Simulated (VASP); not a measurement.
# Au (P-1) in VASP: single point with PBE

Aim: the single point of Au with PBE.

Program: VASP 6.6.1. These are calculated values, not measurements. Logs are shortened: lines on timing, memory, paths and dates and some standing lists are left out, and cuts for length are marked.

### 1 The cell of the first run

The typed cell holds 2 atoms: a = 2.900 Å, b = 2.900 Å, c = 4.880 Å, α = 90.00°, β = 90.00°, γ = 120.00°.

### 2 Single point, PBE (atom 1 (Au) moved by (+0.200, -0.100) A along [1 1 0] and z)

Input file INCAR:

```
SYSTEM = Au
  PREC = Accurate
  ENCUT = 520
  EDIFF = 1E-7
  ISMEAR = 0
  SIGMA = 0.15
  LREAL = .FALSE.
  LASPH = .TRUE.
  NELM = 100
  ALGO = Fast
  ISIF = 2
  LWAVE = .FALSE.
  LCHARG = .TRUE.
  GGA = PE
  LELF = .TRUE.
  LVHAR = .TRUE.
  NBANDS = 18
```

Input file KPOINTS:

```
regular mesh
0
G
  18 18 10
  0 0 0
```

Input file POSCAR:

```
Au
1.0
    2.8999984104      0.0000000000      0.0000000000
   -1.4499992052      2.5114722944      0.0000000000
    0.0000000000      0.0000000000      4.8800000000
Au
2
Direct
    0.4102544149      0.7229768066      0.7295081967
    0.6666666667      0.3333333333      0.2500000000
```

Potentials or basis: VASP PAW PBE potentials, release 64 (Au).

Command:

```console
$ cat potpaw_PBE.64/Au/POTCAR > POTCAR
$ mpirun -np 1 vasp_std > vasp.out
```

OUTCAR:

```text
SYSTEM = Au
   PREC = Accurate
   ENCUT = 520
   EDIFF = 1E-7
   ISMEAR = 0
   LREAL = .FALSE.
   LASPH = .TRUE.
   NELM = 100
   ISIF = 2
   GGA = PE

 ion  position               nearest neighbor table
   1  0.410  0.723  0.730-   2 2.80   2 2.85   2 2.97   2 2.99   2 3.02   2 3.15
   2  0.667  0.333  0.250-   1 2.80   1 2.85   1 2.97   1 2.99   1 3.02   1 3.15

  LATTYP: Found a hexagonal cell.
 ALAT       =     2.8999984104
 C/A-ratio  =     1.6827595431

  Lattice vectors:

 A1 = (   2.8999984104,   0.0000000000,   0.0000000000)
 A2 = (  -1.4499992052,   2.5114722944,   0.0000000000)
 A3 = (   0.0000000000,   0.0000000000,   4.8800000000)

Analysis of symmetry for initial positions (statically):
=====================================================================
 Subroutine PRICEL returns:
 Original cell was already a primitive cell.

 Routine SETGRP: Setting up the symmetry group for a
 hexagonal supercell.

 Subroutine GETGRP returns: Found  2 space group operations
 (whereof  1 operations were pure point group operations)
 out of a pool of 24 trial point group operations.

The static configuration has the point symmetry C_1 .
 The point group associated with its full space group is S_2 .

Analysis of symmetry for dynamics (positions and initial velocities):
=====================================================================
 Subroutine PRICEL returns:
 Original cell was already a primitive cell.

 Routine SETGRP: Setting up the symmetry group for a
 hexagonal supercell.

 Subroutine GETGRP returns: Found  2 space group operations
 (whereof  1 operations were pure point group operations)
 out of a pool of 24 trial point group operations.

The dynamic configuration has the point symmetry C_1 .
 The point group associated with its full space group is S_2 .

 Subroutine INISYM returns: Found  2 space group operations
 (whereof  1 operations are pure point group operations),
 and found     1 'primitive' translations

----------------------------------------------------------------------------------------

                                     Primitive cell

  volume of cell :      35.5423

  direct lattice vectors                    reciprocal lattice vectors
     2.899998410  0.000000000  0.000000000     0.344827775  0.199086409  0.000000000
    -1.449999205  2.511472294  0.000000000     0.000000000  0.398172818  0.000000000
     0.000000000  0.000000000  4.880000000     0.000000000  0.000000000  0.204918033

  length of vectors
[... 82 lines left out ...]
   EDIFF  = 0.1E-06   stopping-criterion for ELM
   LREAL  =      F    real-space projection
   EDIFFG = 0.1E-05   stopping-criterion for IOM
   NSW    =      0    number of steps for IOM
   IBRION =     -1    ionic relax: 0-MD 1-quasi-New 2-CG
   NFREE  =      0    steps in history (QN), initial steepest desc. (CG)
   ISIF   =      2    stress and relaxation
   ISYM   =      2    0-nonsym 1-usesym 2-fastsym
   POTIM  = 0.5000    time-step for ionic-motion
   TEBEG  =    0.0;   TEEND  =   0.0 temperature during run
   PSTRESS=    0.0 pullay stress
   NELECT =      22.0000    total number of electrons
   NUPDOWN=      -1.0000    fix difference up-down
   EMIN   =  10.00;   EMAX   =-10.00  energy-range for DOS
   EFERMI =   0.00;   METHOD = LEGACY
   ISMEAR =     0;   SIGMA  =   0.15  broadening in eV -4-tet -1-fermi 0-gaus
   EFERMI_NEDOS =   21; number of points for ismear=-14 and -15
   IALGO  =     68    algorithm
   IMIX   =      4    mixing-type and parameters
     AMIX     =   0.40;   BMIX     =  1.00
     AMIX_MAG =   1.60;   BMIX_MAG =  1.00
  volume/ion in A,a.u.               =      17.77       119.93
  Fermi-wavevector in a.u.,A,eV,Ry     =   1.395191  2.636529 26.484537  1.946559
  Thomas-Fermi vector in A             =   2.518667
   LORBIT       =      0    0 simple, 1 ext, 2 COOP (PROOUT), +10 PAW based schemes
   GGA     = PE    functional components
   LHFCALC =     F    Hartree Fock is set to
   AEXX    =    0.0000 exact exchange contribution
   IVDW    =     0    specifies the selected vdW correction
   LEPSILON=     F    determine dielectric tensor
   LRPA    =     F    only Hartree local field effects (RPA)
 non-spin polarized calculation
 RMM-DIIS sequential band-by-band and
 Gauss-broadening in eV      SIGMA  =   0.15
  energy-cutoff  :      520.00
  volume of cell :       35.54
 maximum number of plane-waves:       984
 NGX is ok and might be reduce to    24
   NGX = 11   NGY = 11   NGZ = 19

 number of electron      22.0000002 magnetization

 Free energy of the ion-electron system (eV)
  ---------------------------------------------------
  ext. energy  EPLUGINS =         0.00000000
  ---------------------------------------------------
  free energy    TOTEN  =        -6.38422403 eV

  energy without entropy =       -6.37501732  energy(sigma->0) =       -6.37962068

 E-fermi :   8.7694     XC(G=0): -12.4593

 val. band max:        8.7689615288   @ k =   0.3333  -0.2222   0.3000
 cond. band min:       8.7695612272   @ k =   0.1111   0.5000   0.3000
 fundamental gap:      0.0005996984
 Fermi energy:         8.7693742536

 k-point     1 :       0.0000    0.0000    0.0000
  band No.  band energies     occupation
      1      -0.6457      2.00000
      2       1.7437      2.00000
      3       4.0194      2.00000
      4       4.3438      2.00000
      5       4.4666      2.00000
      6       4.6654      2.00000
[... 481 lines left out ...]
      5       4.5611      2.00000
      6       4.6949      2.00000
[... 10 lines left out ...]
     17      20.0601      0.00000
     18      23.9465      0.00000

 [... further k-points ...]

------------------------ aborting loop because EDIFF is reached ----------------------------------------

  FORCE on cell =-STRESS in cart. coord.  units (eV):
  Direction    XX          YY          ZZ          XY          YZ          ZX
  --------------------------------------------------------------------------------------
  -------------------------------------------------------------------------------------
  Total        0.4549514      0.6435865      0.7478035     -0.0902279     -0.1354624     -0.0827198
  in kB       20.5082959     29.0115890     33.7094817     -4.0672944     -6.1063722     -3.7288414
  external PRESSURE =      27.7431222 kB  Pullay stress =       0.0000000 kB

 VOLUME and BASIS-vectors are now :
 -----------------------------------------------------------------------------
  energy-cutoff  :      520.00
  volume of cell :       35.54
      direct lattice vectors                 reciprocal lattice vectors
     2.899998410  0.000000000  0.000000000     0.344827775  0.199086409  0.000000000
    -1.449999205  2.511472294  0.000000000     0.000000000  0.398172818  0.000000000
     0.000000000  0.000000000  4.880000000     0.000000000  0.000000000  0.204918033

 POSITION                                       TOTAL-FORCE (eV/Angst)
 -----------------------------------------------------------------------------------
      0.14142      1.81574      3.56000        -0.024338     -0.082390      0.708197
      1.45000      0.83716      1.22000         0.024338      0.082390     -0.708197
 -----------------------------------------------------------------------------------
    total drift:                               -0.000002     -0.000003     -0.000001

  FREE ENERGIE OF THE ION-ELECTRON SYSTEM (eV)
  ---------------------------------------------------
  free  energy   TOTEN  =        -6.3842240307 eV

  energy  without entropy=       -6.3750173197  energy(sigma->0) =       -6.37962068
```

stdout:

```text
POSCAR found type information on POSCAR Au
 POSCAR found :  1 types and       2 ions
 scaLAPACK will be used
 LDA part: xc-table for (Slater+PW92), standard interpolation
 POSCAR, INCAR and KPOINTS ok, starting setup
 FFT: planning ... GRIDC
 FFT: planning ... GRID_SOFT
 FFT: planning ... GRID
 WAVECAR not read
 entering main loop
```

Run time: 5.2 min. Hardware: 1 thread of Intel Xeon 6975P-C (Granite Rapids), shared host; peak memory 0.87 GiB.

Results:

* Free energy: -6.3842 eV
* Pressure: 2.8 GPa
* Largest force: 0.713 eV/Å
* Band gap on the k mesh: zero (bands 11 and 12 overlap by 6.37 eV)

Forces on the atoms (eV/Å):
```
Au  -0.024 -0.082  0.708
Au   0.024  0.082 -0.708
```

Levels at points of the mesh, in eV from the Fermi level:
```tsv
k point	band 8	band 9	band 10	band 11	band 12	band 13	band 14	band 15
(0.00, 0.00, 0.00)	-3.66	-3.07	-2.45	-1.87	-0.91	2.47	14.56	15.76
(0.50, 0.00, 0.00)	-1.87	-1.77	-1.73	0.03	1.75	5.24	6.33	7.48
(0.00, 0.50, 0.00)	-2.03	-1.89	-1.63	0.64	1.31	5.91	6.72	7.99
(0.50, 0.50, 0.00)	-2.06	-1.86	-1.66	0.48	1.44	5.70	6.94	7.52
(0.00, 0.00, 0.50)	-4.30	-2.85	-2.57	-2.48	-2.45	9.66	11.03	14.91
(0.50, 0.00, 0.50)	-2.70	-1.74	-1.73	0.83	1.07	3.37	3.66	13.11
(0.00, 0.50, 0.50)	-2.00	-1.79	-1.71	0.25	0.40	3.84	4.04	12.44
(0.50, 0.50, 0.50)	-2.13	-1.78	-1.71	0.39	0.57	3.74	3.97	12.50
```

Caveat: the cell differs from its parent crystal (atom 1 (Au) moved by (+0.200, -0.100) A along [1 1 0] and z); spin-orbit coupling is left out, which moves the levels of the heavy elements.
